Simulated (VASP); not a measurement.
# CdS (P4_2/mmc) in VASP: a series of runs

Runs on CdS. Level: PBE. Tasks: single point.

All numbers are computed with VASP 6.6.1; they aren't measurements. Logs are shortened: lines on timing, memory, paths and dates and some standing lists are left out, and cuts for length are marked.

## 1. The cell of the first run

The structure is tetragonal, space group P4_2/mmc (No. 131). The conventional cell has a = 4.331 Å, b = 4.331 Å, c = 6.125 Å, α = 90.00°, β = 90.00°, γ = 90.00°. Within 3.5 Å of Cd (site symmetry mmm) lie 4 S at 2.65 Å. Within 3.5 Å of S (site symmetry -4m2) lie 4 Cd at 2.65 Å and 2 S at 3.06 Å.

## 2. Single point, PBE (atoms taken out)

File INCAR:

```
SYSTEM = CdS
PREC     = Accurate       ! precision mode
ENCUT    = 520            ! plane-wave cutoff, eV
EDIFF    = 1E-6           ! SCF threshold, eV
ISMEAR   = 0              ! smearing method
SIGMA    = 0.1            ! smearing width, eV
LREAL    = .False.        ! projectors in reciprocal space
LASPH    = .True.         ! aspherical terms in the spheres
NELM     = 100            ! most SCF steps
ALGO     = Normal         ! electronic algorithm
ISIF     = 2              ! what is computed and relaxed
LWAVE    = .False.        ! write WAVECAR
LCHARG   = .False.        ! write CHGCAR
GGA      = PE             ! functional
NBANDS   = 26             ! bands
```

File KPOINTS:

```
Automatic mesh
0
Gamma
  4 4 4
  0 0 0
```

File POSCAR:

```
CdS
1.0
    4.3306978700      0.0000000000      0.0000000000
    0.0000000000      4.3306978700      0.0000000000
    0.0000000000      0.0000000000      6.1245316600
Cd S
2 2
Direct
    0.0000000000      0.5000000000      0.0000000000
    0.5000000000      0.0000000000      0.5000000000
    0.5000000000      0.5000000000      0.2500000000
    0.5000000000      0.5000000000      0.7500000000
```

Potentials or basis: VASP PAW PBE potentials, release 64 (Cd, S).

Command:

```bash
$ cat potpaw_PBE.64/Cd/POTCAR potpaw_PBE.64/S/POTCAR > POTCAR
$ mpirun -np 1 vasp_std > vasp.out
```

OUTCAR:

```text
SYSTEM = CdS
   PREC = Accurate
   ENCUT = 520
   EDIFF = 1E-6
   ISMEAR = 0
   LREAL = .False.
   LASPH = .True.
   NELM = 100
   ISIF = 2
   GGA = PE

 ion  position               nearest neighbor table
   1  0.000  0.500  0.000-   3 2.65   4 2.65   3 2.65   4 2.65
   2  0.500  0.000  0.500-   3 2.65   4 2.65   3 2.65   4 2.65
   3  0.500  0.500  0.250-   1 2.65   2 2.65   2 2.65   1 2.65
   4  0.500  0.500  0.750-   1 2.65   2 2.65   2 2.65   1 2.65

  LATTYP: Found a simple tetragonal cell.
 ALAT       =     4.3306978700
 C/A-ratio  =     1.4142135618

  Lattice vectors:

 A1 = (   4.3306978700,   0.0000000000,   0.0000000000)
 A2 = (   0.0000000000,   4.3306978700,   0.0000000000)
 A3 = (   0.0000000000,   0.0000000000,   6.1245316600)

Analysis of symmetry for initial positions (statically):
=====================================================================
 Subroutine PRICEL returns:
 Original cell was already a primitive cell.

 Routine SETGRP: Setting up the symmetry group for a
 simple tetragonal supercell.

 Subroutine GETGRP returns: Found 16 space group operations
 (whereof  8 operations were pure point group operations)
 out of a pool of 16 trial point group operations.

The static configuration has the point symmetry D_2h.
 The point group associated with its full space group is D_4h.

Analysis of symmetry for dynamics (positions and initial velocities):
=====================================================================
 Subroutine PRICEL returns:
 Original cell was already a primitive cell.

 Routine SETGRP: Setting up the symmetry group for a
 simple tetragonal supercell.

 Subroutine GETGRP returns: Found 16 space group operations
 (whereof  8 operations were pure point group operations)
 out of a pool of 16 trial point group operations.

The dynamic configuration has the point symmetry D_2h.
 The point group associated with its full space group is D_4h.

 Subroutine INISYM returns: Found 16 space group operations
 (whereof  8 operations are pure point group operations),
 and found     1 'primitive' translations

----------------------------------------------------------------------------------------

                                     Primitive cell

  volume of cell :     114.8652
[... 81 lines left out ...]
   LNONCOLLINEAR =      F non collinear calculations
   LSORBIT =      F    spin-orbit coupling
   LASPH  =      T    aspherical Exc in radial PAW
   ENCUT  =  520.0 eV  38.22 Ry    6.18 a.u.   8.05  8.05 11.39*2*pi/ulx,y,z
   NELM   =    100;   NELMIN=  2; NELMDL= -5     # of ELM steps
   EDIFF  = 0.1E-05   stopping-criterion for ELM
   LREAL  =      F    real-space projection
   EDIFFG = 0.1E-04   stopping-criterion for IOM
   NSW    =      0    number of steps for IOM
   IBRION =     -1    ionic relax: 0-MD 1-quasi-New 2-CG
   NFREE  =      0    steps in history (QN), initial steepest desc. (CG)
   ISIF   =      2    stress and relaxation
   ISYM   =      2    0-nonsym 1-usesym 2-fastsym
   POTIM  = 0.5000    time-step for ionic-motion
   TEBEG  =    0.0;   TEEND  =   0.0 temperature during run
   PSTRESS=    0.0 pullay stress
   NELECT =      36.0000    total number of electrons
   NUPDOWN=      -1.0000    fix difference up-down
   EMIN   =  10.00;   EMAX   =-10.00  energy-range for DOS
   EFERMI =   0.00;   METHOD = LEGACY
   ISMEAR =     0;   SIGMA  =   0.10  broadening in eV -4-tet -1-fermi 0-gaus
   EFERMI_NEDOS =   21; number of points for ismear=-14 and -15
   IALGO  =     38    algorithm
   IMIX   =      4    mixing-type and parameters
     AMIX     =   0.40;   BMIX     =  1.00
     AMIX_MAG =   1.60;   BMIX_MAG =  1.00
  volume/ion in A,a.u.               =      28.72       193.79
  Fermi-wavevector in a.u.,A,eV,Ry     =   1.112020  2.101414 16.824822  1.236590
  Thomas-Fermi vector in A             =   2.248590
   LORBIT       =      0    0 simple, 1 ext, 2 COOP (PROOUT), +10 PAW based schemes
   GGA     = PE    functional components
   LHFCALC =     F    Hartree Fock is set to
   AEXX    =    0.0000 exact exchange contribution
   IVDW    =     0    specifies the selected vdW correction
   LEPSILON=     F    determine dielectric tensor
   LRPA    =     F    only Hartree local field effects (RPA)
 non-spin polarized calculation
 Gauss-broadening in eV      SIGMA  =   0.10
  energy-cutoff  :      520.00
  volume of cell :      114.87
 maximum number of plane-waves:      3144
   NGX = 17   NGY = 17   NGZ = 23

 number of electron      35.9999975 magnetization

 Free energy of the ion-electron system (eV)
  ---------------------------------------------------
  ext. energy  EPLUGINS =         0.00000000
  ---------------------------------------------------
  free energy    TOTEN  =       -10.20751786 eV

  energy without entropy =      -10.20071855  energy(sigma->0) =      -10.20411820

 E-fermi :   2.2115     XC(G=0):  -8.4963

 val. band max:        2.1773024021   @ k =   0.5000   0.5000   0.2500
 cond. band min:       2.2286306319   @ k =   0.5000   0.0000   0.0000
 fundamental gap:      0.0513282297
 Fermi energy:         2.2114690136

 k-point     1 :       0.0000    0.0000    0.0000
  band No.  band energies     occupation
      1     -11.7833      2.00000
      2     -10.1628      2.00000
      3      -7.3010      2.00000
      4      -7.1635      2.00000
      5      -7.1635      2.00000
      6      -6.9359      2.00000
[... 511 lines left out ...]
     25      10.0235      0.00000
     26      10.0235      0.00000

------------------------ aborting loop because EDIFF is reached ----------------------------------------

  FORCE on cell =-STRESS in cart. coord.  units (eV):
  Direction    XX          YY          ZZ          XY          YZ          ZX
  --------------------------------------------------------------------------------------
  -------------------------------------------------------------------------------------
  Total       -2.2857408     -2.2857408      5.8716435      0.0000000      0.0000000      0.0000000
  in kB      -31.8822454    -31.8822454     81.8995673      0.0000000      0.0000000      0.0000000
  external PRESSURE =       6.0450255 kB  Pullay stress =       0.0000000 kB

 VOLUME and BASIS-vectors are now :
 -----------------------------------------------------------------------------
  energy-cutoff  :      520.00
  volume of cell :      114.87
      direct lattice vectors                 reciprocal lattice vectors
     4.330697870  0.000000000  0.000000000     0.230909666  0.000000000  0.000000000
     0.000000000  4.330697870  0.000000000     0.000000000  0.230909666  0.000000000
     0.000000000  0.000000000  6.124531660     0.000000000  0.000000000  0.163277791

 POSITION                                       TOTAL-FORCE (eV/Angst)
 -----------------------------------------------------------------------------------
      0.00000      2.16535      0.00000         0.000000     -0.000000     -0.000000
      2.16535      0.00000      3.06227         0.000000     -0.000000     -0.000000
      2.16535      2.16535      1.53113         0.000000     -0.000000      0.000000
      2.16535      2.16535      4.59340         0.000000      0.000000      0.000000
 -----------------------------------------------------------------------------------
    total drift:                                0.000000     -0.000000     -0.000000

  FREE ENERGIE OF THE ION-ELECTRON SYSTEM (eV)
  ---------------------------------------------------
  free  energy   TOTEN  =       -10.2075178580 eV

  energy  without entropy=      -10.2007185471  energy(sigma->0) =      -10.20411820
```

Run time: 60 s. Hardware: 1 thread of Intel Xeon 8259CL, shared host; peak memory 0.22 GiB.

What came out:

```
Free energy            : -10.2075 eV
Pressure               : 0.6 GPa
Band gap on the k mesh : zero (bands 18 and 19 overlap by 0.62 eV)
```

Levels at points of the mesh, in eV from the Fermi level:
| k point | band 15 | band 16 | band 17 | band 18 | band 19 | band 20 | band 21 | band 22 |
| --- | --- | --- | --- | --- | --- | --- | --- | --- |
| (0.00, 0.00, 0.00) | -3.70 | -1.59 | -1.38 | -1.38 | -0.38 | 1.21 | 2.63 | 4.26 |
| (0.50, 0.00, 0.00) | -3.45 | -3.35 | -1.37 | 0.02 | 0.45 | 0.45 | 2.57 | 4.11 |
| (0.50, 0.50, 0.00) | -5.26 | -3.36 | -3.36 | -0.32 | 0.37 | 1.96 | 1.96 | 3.26 |
| (0.00, 0.00, 0.50) | -3.20 | -3.20 | -2.20 | -2.20 | 0.05 | 0.05 | 3.25 | 3.25 |
| (0.50, 0.00, 0.50) | -3.27 | -3.14 | -3.12 | -1.77 | 1.18 | 2.14 | 2.20 | 3.16 |
| (0.50, 0.50, 0.50) | -3.77 | -3.77 | -2.74 | -2.74 | 0.81 | 0.81 | 3.02 | 3.02 |

Caveat: the k points lie up to 0.36 Å⁻¹ apart, too coarse for converged energies and pressures of a metal; the cell differs from its parent crystal (atoms taken out); semilocal functionals underestimate gaps, so a narrow gap can read as zero.

## 3. Single point, PBE (atoms taken out)

File INCAR:

```
PREC = Accurate
ENCUT = 520
EDIFF = 1E-6
ISMEAR = 0
SIGMA = 0.1
LREAL = F
LASPH = T
NELM = 60
ALGO = Normal
ISIF = 2
LWAVE = F
LCHARG = F
GGA = PE
NBANDS = 26
```

File KPOINTS:

```
regular mesh
0
Gamma
  12 12 8
```

File POSCAR:

```
CdS
1.0
    3.9010299062      0.0000000000      0.0000000000
    0.0000000000      3.9010299062      0.0000000000
    0.0000000000      0.0000000000      7.0278951444
Cd S
2 2
Direct
    0.0000000000      0.5000000000      0.0000000000
    0.5000000000      0.0000000000      0.5000000000
    0.5000000000      0.5000000000      0.2500000000
    0.5000000000      0.5000000000      0.7500000000
```

Potentials or basis: VASP PAW PBE potentials, release 64 (Cd, S).

Command:

```bash
$ cat potpaw_PBE.64/Cd/POTCAR potpaw_PBE.64/S/POTCAR > POTCAR
$ mpirun -np 1 vasp_std > vasp.out
```

Wall time 8.4 min (1 thread of Intel Xeon 8259CL, shared host); peak memory 0.43 GiB.

Results (log left out):

```
Free energy            : -11.0364 eV
Pressure               : 0.3 GPa
Band gap on the k mesh : zero (bands 18 and 19 overlap by 0.61 eV)
```

Stress tensor (GPa, compression positive):
```
0.25 0.00 0.00
0.00 0.25 0.00
0.00 0.00 0.40
```

Levels at points of the mesh, in eV from the Fermi level:
```csv
k point,band 15,band 16,band 17,band 18,band 19,band 20,band 21,band 22
"(0.00, 0.00, 0.00)",-2.13,-1.50,-0.53,-0.53,-0.53,3.35,3.68,5.59
"(0.50, 0.00, 0.00)",-3.24,-1.69,-0.64,-0.46,0.20,2.14,3.87,5.82
"(0.50, 0.50, 0.00)",-4.09,-3.00,-3.00,0.09,0.67,2.48,2.48,3.15
"(0.00, 0.00, 0.50)",-1.78,-1.78,-1.05,-1.05,1.58,1.58,4.97,4.97
"(0.50, 0.00, 0.50)",-3.14,-2.82,-1.64,-0.56,2.15,2.17,3.35,4.89
"(0.50, 0.50, 0.50)",-3.12,-3.12,-2.19,-2.19,1.52,1.52,3.22,3.22
```

Caveat: the cell differs from its parent crystal (atoms taken out); semilocal functionals underestimate gaps, so a narrow gap can read as zero.
